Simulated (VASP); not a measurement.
# As (Im-3m) in VASP: a series of runs, part 2 of 2

VASP 6.6.1. The steps go on from the part before.

### Step 3. Single point, r2SCAN (volume scaled by 1.04)

File POSCAR:

```
As
1.0
   -1.6973587245      1.6973587245      1.6973587245
    1.6973587245     -1.6973587245      1.6973587245
    1.6973587245      1.6973587245     -1.6973587245
As
1
Direct
    0.0000000000      0.0000000000      0.0000000000
```

File INCAR.step1:

```
SYSTEM = As
PREC     = Accurate       ! precision mode
ENCUT    = 550            ! plane-wave cutoff, eV
ISMEAR   = -1             ! smearing method
SIGMA    = 0.1            ! smearing width, eV
LREAL    = .False.        ! projectors in reciprocal space
LASPH    = .True.         ! aspherical terms in the spheres
NELM     = 120            ! most SCF steps
NBANDS   = 8              ! bands
GGA      = PE             ! functional
ALGO     = Normal         ! electronic algorithm
EDIFF    = 1E-5           ! SCF threshold, eV
LWAVE    = .True.         ! write WAVECAR
LCHARG   = .False.        ! write CHGCAR
GGA_COMPAT= .False.
```

File INCAR.step2:

```
SYSTEM = As
PREC     = Accurate       ! precision mode
ENCUT    = 550            ! plane-wave cutoff, eV
EDIFF    = 1E-6           ! SCF threshold, eV
ISMEAR   = -1             ! smearing method
SIGMA    = 0.1            ! smearing width, eV
LREAL    = .False.        ! projectors in reciprocal space
LASPH    = .True.         ! aspherical terms in the spheres
NELM     = 120            ! most SCF steps
ALGO     = Normal         ! electronic algorithm
ISIF     = 2              ! what is computed and relaxed
LWAVE    = .False.        ! write WAVECAR
LCHARG   = .True.         ! write CHGCAR
METAGGA  = R2SCAN         ! meta-GGA
LMIXTAU  = .True.       
LELF     = .True.         ! ELF
LVHAR    = .True.       
NBANDS   = 8              ! bands
ISTART   = 1            
GGA_COMPAT= .False.
```

File KPOINTS:

```
Automatic mesh
0
Gamma
  15 15 15
  0 0 0
```

Potentials or basis: VASP PAW PBE potentials, release 64 (As).

Started as:

```
> cat potpaw_PBE.64/As/POTCAR > POTCAR
> cp INCAR.step1 INCAR
> mpirun -np 1 vasp_std > vasp.out
> cp INCAR.step2 INCAR
> mpirun -np 1 vasp_std > vasp.out
```

OUTCAR:

```text
SYSTEM = As
   PREC = Accurate
   ENCUT = 550
   EDIFF = 1E-6
   ISMEAR = -1
   LREAL = .False.
   LASPH = .True.
   NELM = 120
   ISIF = 2
   METAGGA = R2SCAN
   ISTART = 1

 ion  position               nearest neighbor table
   1  0.000  0.000  0.000-

  LATTYP: Found a body centered cubic cell.
 ALAT       =     3.3947174490

  Lattice vectors:

 A1 = (  -1.6973587245,   1.6973587245,   1.6973587245)
 A2 = (   1.6973587245,  -1.6973587245,   1.6973587245)
 A3 = (   1.6973587245,   1.6973587245,  -1.6973587245)

Analysis of symmetry for initial positions (statically):
=====================================================================
 Subroutine PRICEL returns:
 Original cell was already a primitive cell.

 Routine SETGRP: Setting up the symmetry group for a
 body centered cubic supercell.

 Subroutine GETGRP returns: Found 48 space group operations
 (whereof 48 operations were pure point group operations)
 out of a pool of 48 trial point group operations.

The static configuration has the point symmetry O_h .

Analysis of symmetry for dynamics (positions and initial velocities):
=====================================================================
 Subroutine PRICEL returns:
 Original cell was already a primitive cell.

 Routine SETGRP: Setting up the symmetry group for a
 body centered cubic supercell.

 Subroutine GETGRP returns: Found 48 space group operations
 (whereof 48 operations were pure point group operations)
 out of a pool of 48 trial point group operations.

The dynamic configuration has the point symmetry O_h .

 Subroutine INISYM returns: Found 48 space group operations
 (whereof 48 operations are pure point group operations),
 and found     1 'primitive' translations

----------------------------------------------------------------------------------------

[... 108 lines left out ...]
   IMIX   =      4    mixing-type and parameters
     AMIX     =   0.40;   BMIX     =  1.00
     AMIX_MAG =   1.60;   BMIX_MAG =  1.00
  volume/ion in A,a.u.               =      19.56       132.00
  Fermi-wavevector in a.u.,A,eV,Ry     =   1.038974  1.963376 14.687030  1.079466
  Thomas-Fermi vector in A             =   2.173483
   LORBIT       =      0    0 simple, 1 ext, 2 COOP (PROOUT), +10 PAW based schemes
   METAGGA = R2SCAN    functional components
   LHFCALC =     F    Hartree Fock is set to
   AEXX    =    0.0000 exact exchange contribution
   IVDW    =     0    specifies the selected vdW correction
   LEPSILON=     F    determine dielectric tensor
   LRPA    =     F    only Hartree local field effects (RPA)
 non-spin polarized calculation
  energy-cutoff  :      550.00
  volume of cell :       19.56
 maximum number of plane-waves:       603
   NGX = 11   NGY = 11   NGZ = 11

 number of electron       4.9999999 magnetization

 Free energy of the ion-electron system (eV)
  ---------------------------------------------------
  ext. energy  EPLUGINS =         0.00000000
  ---------------------------------------------------
  free energy    TOTEN  =       -14.09394615 eV

  energy without entropy =      -14.07350201  energy(sigma->0) =      -14.08372408

 E-fermi :   5.9917     XC(G=0): -11.1781

 val. band max:        5.9161083512   @ k =  -0.2667   0.4000   0.0667
 cond. band min:       6.0206922870   @ k =  -0.2000   0.2667   0.1333
 fundamental gap:      0.1045839358
 Fermi energy:         5.9916628415

 k-point     1 :       0.0000    0.0000    0.0000
  band No.  band energies     occupation
      1      -9.5055      2.00000
      2      11.9451      0.00000
      3      11.9451      0.00000
      4      11.9451      0.00000
      5      19.4486      0.00000
      6      19.4486      0.00000
      7      19.4486      0.00000
      8      21.5590      0.00000
[... 243 lines left out ...]
 k-point    24 :       0.4000    0.2000    0.0000
  band No.  band energies     occupation
      1      -4.1706      2.00000
      2       0.2251      2.00000
      3       4.3521      2.00000
      4       9.0875      0.00000
      5      16.0791      0.00000
      6      19.3182      0.00000
      7      22.7342      0.00000
      8      23.2911      0.00000

 [... further k-points ...]

------------------------ aborting loop because EDIFF is reached ----------------------------------------

  FORCE on cell =-STRESS in cart. coord.  units (eV):
  Direction    XX          YY          ZZ          XY          YZ          ZX
  --------------------------------------------------------------------------------------
  -------------------------------------------------------------------------------------
  Total       -0.4015941     -0.4015941     -0.4015941     -0.0000000      0.0000000     -0.0000000
  in kB      -32.8940268    -32.8940268    -32.8940268     -0.0000000      0.0000000     -0.0000000
  external PRESSURE =     -32.8940268 kB  Pullay stress =       0.0000000 kB

 VOLUME and BASIS-vectors are now :
 -----------------------------------------------------------------------------
  energy-cutoff  :      550.00
  volume of cell :       19.56
      direct lattice vectors                 reciprocal lattice vectors
    -1.697358724  1.697358724  1.697358724     0.000000000  0.294575326  0.294575326
     1.697358724 -1.697358724  1.697358724     0.294575326  0.000000000  0.294575326
     1.697358724  1.697358724 -1.697358724     0.294575326  0.294575326  0.000000000

 POSITION                                       TOTAL-FORCE (eV/Angst)
 -----------------------------------------------------------------------------------
      0.00000      0.00000      0.00000         0.000000      0.000000      0.000000
 -----------------------------------------------------------------------------------
    total drift:                                0.000000      0.000000      0.000000

  FREE ENERGIE OF THE ION-ELECTRON SYSTEM (eV)
  ---------------------------------------------------
  free  energy   TOTEN  =       -14.0939461473 eV

  energy  without entropy=      -14.0735020062  energy(sigma->0) =      -14.08372408
```

It took 36 s on 1 thread of Intel Xeon 6975P-C, shared host; peak memory 0.15 GiB.

What came out:

- Free energy: -14.0939 eV
- Pressure: -3.3 GPa

Caveat: the PAW data sets were made with another functional, which shifts forces and pressure a little.

### Step 4. Single point, r2SCAN (volume scaled by 1.08)

File POSCAR:

```
As
1.0
   -1.7188465590      1.7188465590      1.7188465590
    1.7188465590     -1.7188465590      1.7188465590
    1.7188465590      1.7188465590     -1.7188465590
As
1
Direct
    0.0000000000      0.0000000000      0.0000000000
```

File INCAR.step1:

```
  PREC = Accurate
  ENCUT = 550
  ISMEAR = -1
  SIGMA = 0.1
  LREAL = F
  LASPH = T
  NELM = 120
  NBANDS = 8
  GGA = PE
  ALGO = Normal
  EDIFF = 1E-5
  LWAVE = T
  LCHARG = F
  GGA_COMPAT = F
```

File INCAR.step2:

```
  PREC = Accurate
  ENCUT = 550
  EDIFF = 1E-6
  ISMEAR = -1
  SIGMA = 0.1
  LREAL = F
  LASPH = T
  NELM = 120
  ALGO = Normal
  ISIF = 2
  LWAVE = F
  LCHARG = T
  METAGGA = R2SCAN
  LMIXTAU = T
  LELF = T
  LVHAR = T
  NBANDS = 8
  ISTART = 1
  GGA_COMPAT = F
```

File KPOINTS:

```
Automatic mesh
0
Gamma
  15 15 15
```

Potentials or basis: VASP PAW PBE potentials, release 64 (As).

Started as:

```
> cat potpaw_PBE.64/As/POTCAR > POTCAR
> cp INCAR.step1 INCAR
> mpirun -np 1 vasp_std > vasp.out
> cp INCAR.step2 INCAR
> mpirun -np 1 vasp_std > vasp.out
```

OUTCAR:

```text
PREC = Accurate
   ENCUT = 550
   EDIFF = 1E-6
   ISMEAR = -1
   LREAL = F
   LASPH = T
   NELM = 120
   ISIF = 2
   METAGGA = R2SCAN
   ISTART = 1

 ion  position               nearest neighbor table
   1  0.000  0.000  0.000-

  LATTYP: Found a body centered cubic cell.
 ALAT       =     3.4376931180

  Lattice vectors:

 A1 = (  -1.7188465590,   1.7188465590,   1.7188465590)
 A2 = (   1.7188465590,  -1.7188465590,   1.7188465590)
[... 441 lines left out ...]
      7      22.0393      0.00000
      8      22.5947      0.00000

 [... further k-points ...]

------------------------ aborting loop because EDIFF is reached ----------------------------------------

  FORCE on cell =-STRESS in cart. coord.  units (eV):
  Direction    XX          YY          ZZ          XY          YZ          ZX
  --------------------------------------------------------------------------------------
  -------------------------------------------------------------------------------------
  Total       -0.7227598     -0.7227598     -0.7227598     -0.0000000      0.0000000     -0.0000000
  in kB      -57.0076658    -57.0076658    -57.0076658     -0.0000000      0.0000000     -0.0000000
  external PRESSURE =     -57.0076658 kB  Pullay stress =       0.0000000 kB

 VOLUME and BASIS-vectors are now :
 -----------------------------------------------------------------------------
  energy-cutoff  :      550.00
  volume of cell :       20.31
      direct lattice vectors                 reciprocal lattice vectors
    -1.718846559  1.718846559  1.718846559     0.000000000  0.290892749  0.290892749
     1.718846559 -1.718846559  1.718846559     0.290892749  0.000000000  0.290892749
     1.718846559  1.718846559 -1.718846559     0.290892749  0.290892749  0.000000000

 POSITION                                       TOTAL-FORCE (eV/Angst)
 -----------------------------------------------------------------------------------
      0.00000      0.00000      0.00000         0.000000      0.000000     -0.000000
 -----------------------------------------------------------------------------------
    total drift:                                0.000000     -0.000000     -0.000000

  FREE ENERGIE OF THE ION-ELECTRON SYSTEM (eV)
  ---------------------------------------------------
  free  energy   TOTEN  =       -14.0725556443 eV

  energy  without entropy=      -14.0511326747  energy(sigma->0) =      -14.06184416
```

OUTCAR.step1:

```text
PREC = Accurate
   ENCUT = 550
   ISMEAR = -1
   LREAL = F
   LASPH = T
   NELM = 120
[... 477 lines left out ...]

 POSITION                                       TOTAL-FORCE (eV/Angst)
 -----------------------------------------------------------------------------------
      0.00000      0.00000      0.00000        -0.000000      0.000000      0.000000
 -----------------------------------------------------------------------------------
    total drift:                                0.000000     -0.000000     -0.000000

  FREE ENERGIE OF THE ION-ELECTRON SYSTEM (eV)
  ---------------------------------------------------
  free  energy   TOTEN  =        -4.2209230250 eV

  energy  without entropy=       -4.1991326634  energy(sigma->0) =       -4.21002784
```

It took 36 s on 1 thread of Intel Xeon 6975P-C, shared host; peak memory 0.15 GiB.

What came out:

- Free energy: -14.0726 eV
- Pressure: -5.7 GPa

Levels at points of the mesh, in eV from the Fermi level:
```tsv
k point	band 1	band 2	band 3	band 4	band 5	band 6	band 7
(0.00, 0.00, 0.00)	-15.15	5.65	5.65	5.65	13.30	13.30	13.30
```

Caveat: the PAW data sets were made with another functional, which shifts forces and pressure a little.

### Step 5. Single point, r2SCAN (volume scaled by 1.12)

File POSCAR:

```
As
1.0
   -1.7398101685      1.7398101685      1.7398101685
    1.7398101685     -1.7398101685      1.7398101685
    1.7398101685      1.7398101685     -1.7398101685
As
1
Direct
    0.0000000000      0.0000000000      0.0000000000
```

File INCAR.step1:

```
SYSTEM = As
PREC     = Accurate       ! precision mode
ENCUT    = 550            ! plane-wave cutoff, eV
ISMEAR   = -1             ! smearing method
SIGMA    = 0.1            ! smearing width, eV
LREAL    = .FALSE.        ! projectors in reciprocal space
LASPH    = .TRUE.         ! aspherical terms in the spheres
NELM     = 120            ! most SCF steps
NBANDS   = 8              ! bands
GGA      = PE             ! functional
ALGO     = Normal         ! electronic algorithm
EDIFF    = 1E-5           ! SCF threshold, eV
LWAVE    = .TRUE.         ! write WAVECAR
LCHARG   = .FALSE.        ! write CHGCAR
GGA_COMPAT= .FALSE.
```

File INCAR.step2:

```
SYSTEM = As
PREC     = Accurate       ! precision mode
ENCUT    = 550            ! plane-wave cutoff, eV
EDIFF    = 1E-6           ! SCF threshold, eV
ISMEAR   = -1             ! smearing method
SIGMA    = 0.1            ! smearing width, eV
LREAL    = .FALSE.        ! projectors in reciprocal space
LASPH    = .TRUE.         ! aspherical terms in the spheres
NELM     = 120            ! most SCF steps
ALGO     = Normal         ! electronic algorithm
ISIF     = 2              ! what is computed and relaxed
LWAVE    = .FALSE.        ! write WAVECAR
LCHARG   = .FALSE.        ! write CHGCAR
METAGGA  = R2SCAN         ! meta-GGA
LMIXTAU  = .TRUE.       
NBANDS   = 8              ! bands
ISTART   = 1            
GGA_COMPAT= .FALSE.
```

File KPOINTS:

```
regular mesh
0
G
  15 15 15
  0 0 0
```

Started as:

```
> cat potpaw_PBE.64/As/POTCAR > POTCAR
> cp INCAR.step1 INCAR
> mpirun -np 1 vasp_std > vasp.out
> cp INCAR.step2 INCAR
> mpirun -np 1 vasp_std > vasp.out
```

Wall time 37 s (1 thread of Intel Xeon 6975P-C, shared host); peak memory 0.16 GiB.

The run converged. Its results:

```
Free energy : -14.0410 eV
Pressure    : -7.7 GPa
```

Levels at points of the mesh, in eV from the Fermi level:
| k point | band 1 | band 2 | band 3 | band 4 | band 5 | band 6 | band 7 |
| --- | --- | --- | --- | --- | --- | --- | --- |
| (0.00, 0.00, 0.00) | -14.84 | 5.37 | 5.37 | 5.37 | 13.14 | 13.14 | 13.14 |

Caveat: the PAW data sets were made with another functional, which shifts forces and pressure a little.

### Step 6. Single point, r2SCAN

File POSCAR:

```
As
1.0
   -1.6753126093      1.6753126093      1.6753126093
    1.6753126093     -1.6753126093      1.6753126093
    1.6753126093      1.6753126093     -1.6753126093
As
1
Direct
    0.0000000000      0.0000000000      0.0000000000
```

File INCAR.step1:

```
PREC = Accurate ; ENCUT = 550
ISMEAR = -1 ; SIGMA = 0.1
LREAL = F ; LASPH = T
NELM = 120 ; NBANDS = 8
GGA = PE ; ALGO = Normal
EDIFF = 1E-5 ; LWAVE = T
LCHARG = F ; GGA_COMPAT = F
```

File INCAR.step2:

```
PREC = Accurate ; ENCUT = 550
EDIFF = 1E-6 ; ISMEAR = -1
SIGMA = 0.1 ; LREAL = F
LASPH = T ; NELM = 120
ALGO = Normal ; ISIF = 2
LWAVE = F ; LCHARG = F
METAGGA = R2SCAN ; LMIXTAU = T
NBANDS = 8 ; ISTART = 1
GGA_COMPAT = F
```

File KPOINTS:

```
regular mesh
0
Gamma
  22 22 22
```

Potentials or basis: VASP PAW PBE potentials, release 64 (As).

Started as:

```
> cat potpaw_PBE.64/As/POTCAR > POTCAR
> cp INCAR.step1 INCAR
> mpirun -np 1 vasp_std > vasp.out
> cp INCAR.step2 INCAR
> mpirun -np 1 vasp_std > vasp.out
```

It took 86 s on 1 thread of Intel Xeon 6975P-C, shared host; peak memory 0.18 GiB.

It converged, with:

- Free energy: -14.1062 eV
- Pressure: 0.0 GPa

Levels at points of the mesh, in eV from the Fermi level:
```
           k point  band 1  band 2  band 3  band 4  band 5  band 6  band 7
(0.00, 0.00, 0.00)  -15.85    6.30    6.30    6.30   13.65   13.65   13.65
(0.50, 0.00, 0.00)  -10.76   -6.84    2.01    4.73    8.51    8.96   19.54
(0.50, 0.50, 0.50)   -6.70   -2.44   -2.44   -2.44    4.20    4.20   25.22
```

Caveat: the PAW data sets were made with another functional, which shifts forces and pressure a little.

### Step 7. Summary

```csv
cell,k mesh,gap on the mesh (eV),pressure (GPa)
"a = 2.902 Å, angles 109.5°, 1 atom",15 × 15 × 15,none,-0.3
"a = 2.940 Å, angles 109.5°, 1 atom",15 × 15 × 15,none,-3.3
"a = 2.977 Å, angles 109.5°, 1 atom",15 × 15 × 15,none,-5.7
"a = 3.013 Å, angles 109.5°, 1 atom",15 × 15 × 15,none,-7.7
"a = 2.902 Å, angles 109.5°, 1 atom",22 × 22 × 22,none,0.0
```

Alike in all rows: task single point; level r2SCAN; potentials or basis VASP PAW PBE potentials, release 64 (As); no spin polarisation; cutoff (eV) 550; smearing fermi-dirac 0.1 eV.

Caveats: the PAW data sets were made with another functional, which shifts forces and pressure a little.

Total energies depend on the potentials used, so only differences within one code and one set of settings carry meaning.
